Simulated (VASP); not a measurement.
# FePt (P4/mmm) in VASP: notebook, part 2 of 2

VASP 6.6.1. The steps go on from the part before.

### 3 Single point, PBEsol, collinear spin, ferromagnetic start

This run uses another cell than the first one, of 13.42 Å³/atom.

INCAR

```
SYSTEM = FePt
ALGO = Normal
EDIFF = 1E-6
ENCUT = 520
GGA = PS
ISIF = 2
ISMEAR = -1
ISPIN = 2
LASPH = .True.
LCHARG = .True.
LELF = .True.
LMAXMIX = 4
LORBIT = 11
LREAL = .False.
LVHAR = .True.
LWAVE = .False.
MAGMOM = 0 3
NBANDS = 20
NELM = 150
PREC = Accurate
SIGMA = 0.05
```

KPOINTS

```
k-points
0
Gamma
  10 10 7
  0 0 0
```

POSCAR

```
FePt
1.0
    2.6941476393      0.0000000000      0.0000000000
    0.0000000000      2.6941476393      0.0000000000
    0.0000000000      0.0000000000      3.6985039508
Pt Fe
1 1
Direct
    0.5000000000      0.5000000000      0.5000000000
    0.0000000000      0.0000000000      0.0000000000
```

Potentials or basis: VASP PAW PBE potentials, release 64 (Pt, Fe).

Launch:

```console
cat potpaw_PBE.64/Pt/POTCAR potpaw_PBE.64/Fe/POTCAR > POTCAR
mpirun -np 1 vasp_std > vasp.out
```

It took 32 s on 1 thread of Intel Xeon 6975P-C (Granite Rapids), shared host; peak memory 0.19 GiB.

It converged, with:

* Free energy: -16.2963 eV
* Pressure: -0.3 GPa
* Net moment: 3.22 μB per cell
* Site moments: Pt +0.33; Fe +2.86 μB
* Valence electrons inside the program's atomic spheres: Pt 9.49; Fe 7.05

Stress tensor (GPa, compression positive):
```
-0.35  0.00  0.00
 0.00 -0.35  0.00
 0.00  0.00 -0.24
```

Levels at points of the mesh, in eV from the Fermi level:
Spin up:
```
           k point  band 9  band 10  band 11  band 12  band 13  band 14
(0.00, 0.00, 0.00)   -0.47    -0.31    -0.31     2.15     9.97    11.84
(0.50, 0.00, 0.00)   -2.10    -1.66     0.25     2.16    10.53    10.68
(0.50, 0.50, 0.00)   -0.39     0.65     1.57     1.57     7.89    10.39
```
Spin down:
| k point | band 6 | band 7 | band 8 | band 9 | band 10 | band 11 |
| --- | --- | --- | --- | --- | --- | --- |
| (0.00, 0.00, 0.00) | -0.85 | -0.76 | 0.53 | 1.66 | 1.72 | 1.72 |
| (0.50, 0.00, 0.00) | -1.40 | -1.29 | -1.00 | 0.45 | 0.69 | 2.49 |
| (0.50, 0.50, 0.00) | 1.25 | 1.65 | 1.77 | 1.77 | 1.79 | 1.79 |

Caveat: the PAW data sets were made with another functional, which shifts forces and pressure a little; spin-orbit coupling is left out, which moves the levels of the heavy elements.

### 4 Single point, PBE, collinear spin, ferromagnetic start

This run uses another cell than the first one, of 14.02 Å³/atom.

INCAR

```
SYSTEM = FePt
  PREC = Accurate
  ENCUT = 520
  EDIFF = 1E-6
  ISMEAR = -1
  SIGMA = 0.05
  LREAL = .False.
  LASPH = .True.
  NELM = 150
  ALGO = Fast
  ISIF = 2
  LWAVE = .False.
  LCHARG = .False.
  ISPIN = 2
  MAGMOM = 0 3
  LORBIT = 11
  LMAXMIX = 4
  GGA = PE
  NBANDS = 20
```

KPOINTS

```
Automatic mesh
0
Gamma
  10 10 7
  0 0 0
```

POSCAR

```
FePt
1.0
    2.7357021440      0.0000000000      0.0000000000
    0.0000000000      2.7357021440      0.0000000000
    0.0000000000      0.0000000000      3.7474181863
Pt Fe
1 1
Direct
    0.5000000000      0.5000000000      0.5000000000
    0.0000000000      0.0000000000      0.0000000000
```

Launch:

```console
cat potpaw_PBE.64/Pt/POTCAR potpaw_PBE.64/Fe/POTCAR > POTCAR
mpirun -np 1 vasp_std > vasp.out
```

Wall time 32 s (1 thread of Intel Xeon 6975P-C (Granite Rapids), shared host); peak memory 0.2 GiB.

Results (log left out):

```yaml
Free_energy: -14.8104 eV
Pressure: -0.5 GPa
Net_moment: 3.30 μB per cell
Site_moments: Pt +0.34; Fe +2.94 μB
Valence_electrons_inside_the_program's_atomic_spheres: Pt 9.40; Fe 6.95
```

Stress tensor (GPa, compression positive):
```
-0.54  0.00  0.00
 0.00 -0.54  0.00
 0.00  0.00 -0.42
```

Levels at points of the mesh, in eV from the Fermi level:
Spin up:
```csv
k point,band 7,band 8,band 9,band 10,band 11,band 12,band 13,band 14,band 15,band 16
"(0.00, 0.00, 0.00)",-2.15,-1.98,-0.55,-0.45,-0.45,2.22,9.50,11.58,11.58,17.15
"(0.50, 0.00, 0.00)",-2.64,-2.56,-2.19,-1.62,0.07,1.96,10.31,10.38,12.29,13.04
"(0.50, 0.50, 0.00)",-0.59,-0.55,-0.55,0.51,1.61,1.61,7.44,9.82,10.77,12.23
```
Spin down:
| k point | band 4 | band 5 | band 6 | band 7 | band 8 | band 9 | band 10 | band 11 | band 12 | band 13 |
| --- | --- | --- | --- | --- | --- | --- | --- | --- | --- | --- |
| (0.00, 0.00, 0.00) | -2.32 | -2.32 | -0.79 | -0.75 | 0.57 | 1.62 | 1.62 | 1.66 | 2.40 | 10.34 |
| (0.50, 0.00, 0.00) | -3.43 | -2.41 | -1.36 | -1.16 | -0.85 | 0.54 | 0.69 | 2.30 | 2.52 | 11.08 |
| (0.50, 0.50, 0.00) | -4.67 | 0.91 | 1.21 | 1.62 | 1.69 | 1.69 | 1.69 | 1.74 | 1.74 | 8.25 |

Caveat: spin-orbit coupling is left out, which moves the levels of the heavy elements.

### 5 Single point, revPBE, collinear spin, ferromagnetic start

This run uses another cell than the first one, of 14.28 Å³/atom.

INCAR

```
PREC = Accurate
ENCUT = 520
EDIFF = 1E-6
ISMEAR = -1
SIGMA = 0.05
LREAL = F
LASPH = T
NELM = 150
ALGO = Normal
ISIF = 2
LWAVE = F
LCHARG = T
ISPIN = 2
MAGMOM = 0 3
LORBIT = 11
LMAXMIX = 4
GGA = RE
LELF = T
LVHAR = T
NBANDS = 20
```

KPOINTS

```
regular mesh
0
Gamma
  10 10 7
```

POSCAR

```
FePt
1.0
    2.7532933889      0.0000000000      0.0000000000
    0.0000000000      2.7532933889      0.0000000000
    0.0000000000      0.0000000000      3.7671725986
Pt Fe
1 1
Direct
    0.5000000000      0.5000000000      0.5000000000
    0.0000000000      0.0000000000      0.0000000000
```

Launch:

```console
cat potpaw_PBE.64/Pt/POTCAR potpaw_PBE.64/Fe/POTCAR > POTCAR
mpirun -np 1 vasp_std > vasp.out
```

Run time: 32 s. Hardware: 1 thread of Intel Xeon 6975P-C (Granite Rapids), shared host; peak memory 0.2 GiB.

The run converged. Its results:

```yaml
Free_energy: -13.9516 eV
Pressure: -0.5 GPa
Net_moment: 3.36 μB per cell
Site_moments: Pt +0.34; Fe +3.00 μB
Valence_electrons_inside_the_program's_atomic_spheres: Pt 9.37; Fe 6.91
```

Stress tensor (GPa, compression positive):
```
-0.48  0.00  0.00
 0.00 -0.48  0.00
 0.00  0.00 -0.38
```

Levels at points of the mesh, in eV from the Fermi level:
Spin up:
| k point | band 8 | band 9 | band 10 | band 11 | band 12 | band 13 | band 14 | band 15 |
| --- | --- | --- | --- | --- | --- | --- | --- | --- |
| (0.00, 0.00, 0.00) | -2.04 | -0.59 | -0.53 | -0.53 | 2.23 | 9.31 | 11.47 | 11.47 |
| (0.50, 0.00, 0.00) | -2.58 | -2.27 | -1.60 | -0.03 | 1.89 | 10.20 | 10.23 | 12.11 |
| (0.50, 0.50, 0.00) | -0.64 | -0.64 | 0.47 | 1.61 | 1.61 | 7.25 | 9.61 | 10.71 |
Spin down:
```
           k point  band 4  band 5  band 6  band 7  band 8  band 9  band 10  band 11  band 12  band 13
(0.00, 0.00, 0.00)   -2.26   -2.26   -0.74   -0.74    0.60    1.61     1.61     1.68     2.39    10.17
(0.50, 0.00, 0.00)   -3.35   -2.35   -1.34   -1.09   -0.78    0.59     0.72     2.23     2.48    10.94
(0.50, 0.50, 0.00)   -4.56    0.88    1.20    1.63    1.66    1.67     1.67     1.72     1.72     8.07
```

Caveat: the PAW data sets were made with another functional, which shifts forces and pressure a little; spin-orbit coupling is left out, which moves the levels of the heavy elements.

### 6 Single point, RPBE, collinear spin, ferromagnetic start

This run uses another cell than the first one, of 14.38 Å³/atom.

INCAR

```
ALGO     = Normal         # electronic algorithm
EDIFF    = 1E-6           # SCF threshold, eV
ENCUT    = 520            # plane-wave cutoff, eV
GGA      = RP             # functional
ISIF     = 2              # what is computed and relaxed
ISMEAR   = -1             # smearing method
ISPIN    = 2              # spin polarisation
LASPH    = T              # aspherical terms in the spheres
LCHARG   = F              # write CHGCAR
LMAXMIX  = 4              # l up to which the mixer works
LORBIT   = 11             # projections on sites
LREAL    = F              # projectors in reciprocal space
LWAVE    = F              # write WAVECAR
MAGMOM   = 0 3            # initial moments
NBANDS   = 20             # bands
NELM     = 150            # most SCF steps
PREC     = Accurate       # precision mode
SIGMA    = 0.05           # smearing width, eV
```

KPOINTS

```
k-points
0
Gamma
  10 10 7
```

POSCAR

```
FePt
1.0
    2.7602526714      0.0000000000      0.0000000000
    0.0000000000      2.7602526714      0.0000000000
    0.0000000000      0.0000000000      3.7748399809
Pt Fe
1 1
Direct
    0.5000000000      0.5000000000      0.5000000000
    0.0000000000      0.0000000000      0.0000000000
```

Potentials or basis: VASP PAW PBE potentials, release 64 (Pt, Fe).

Launch:

```console
cat potpaw_PBE.64/Pt/POTCAR potpaw_PBE.64/Fe/POTCAR > POTCAR
mpirun -np 1 vasp_std > vasp.out
```

Run time: 31 s. Hardware: 1 thread of Intel Xeon 6975P-C (Granite Rapids), shared host; peak memory 0.21 GiB.

Results (log left out):

```yaml
Free_energy: -13.7480 eV
Pressure: -0.5 GPa
Net_moment: 3.38 μB per cell
Site_moments: Pt +0.34; Fe +3.02 μB
Valence_electrons_inside_the_program's_atomic_spheres: Pt 9.36; Fe 6.89
```

Stress tensor (GPa, compression positive):
```
-0.49  0.00  0.00
 0.00 -0.49  0.00
 0.00  0.00 -0.39
```

Levels at points of the mesh, in eV from the Fermi level:
Spin up:
```tsv
k point	band 8	band 9	band 10	band 11	band 12	band 13	band 14	band 15
(0.00, 0.00, 0.00)	-2.05	-0.60	-0.55	-0.55	2.24	9.24	11.42	11.42
(0.50, 0.00, 0.00)	-2.56	-2.30	-1.59	-0.06	1.86	10.17	10.18	12.05
(0.50, 0.50, 0.00)	-0.67	-0.67	0.45	1.62	1.62	7.18	9.53	10.69
```
Spin down:
```tsv
k point	band 4	band 5	band 6	band 7	band 8	band 9	band 10	band 11	band 12	band 13
(0.00, 0.00, 0.00)	-2.24	-2.24	-0.74	-0.72	0.62	1.61	1.61	1.68	2.39	10.11
(0.50, 0.00, 0.00)	-3.32	-2.33	-1.33	-1.06	-0.75	0.61	0.73	2.21	2.47	10.88
(0.50, 0.50, 0.00)	-4.51	0.87	1.20	1.63	1.65	1.67	1.67	1.71	1.71	8.00
```

Caveat: the PAW data sets were made with another functional, which shifts forces and pressure a little; spin-orbit coupling is left out, which moves the levels of the heavy elements.

### 7 The runs side by side

```tsv
level	potentials or basis	cell	gap on the mesh (eV)	pressure (GPa)	moment (μB)
LDA	VASP PAW LDA potentials, release 64 (Pt, Fe)	a = 2.669, b = 2.669, c = 3.663 Å, 2 atoms	none	-0.1	3.12
PBEsol	VASP PAW PBE potentials, release 64 (Pt, Fe)	a = 2.694, b = 2.694, c = 3.699 Å, 2 atoms	none	-0.3	3.22
PBE	VASP PAW PBE potentials, release 64 (Pt, Fe)	a = 2.736, b = 2.736, c = 3.747 Å, 2 atoms	none	-0.5	3.30
revPBE	VASP PAW PBE potentials, release 64 (Pt, Fe)	a = 2.753, b = 2.753, c = 3.767 Å, 2 atoms	none	-0.5	3.36
RPBE	VASP PAW PBE potentials, release 64 (Pt, Fe)	a = 2.760, b = 2.760, c = 3.775 Å, 2 atoms	none	-0.5	3.38
```

Alike in all rows: task single point; spin collinear, ferromagnetic start; k mesh 10 × 10 × 7; cutoff (eV) 520; smearing fermi-dirac 0.05 eV.

Caveats: spin-orbit coupling is left out, which moves the levels of the heavy elements; the PAW data sets were made with another functional, which shifts forces and pressure a little (at least some runs).

Total energies depend on the potentials used, so only differences within one code and one set of settings carry meaning.
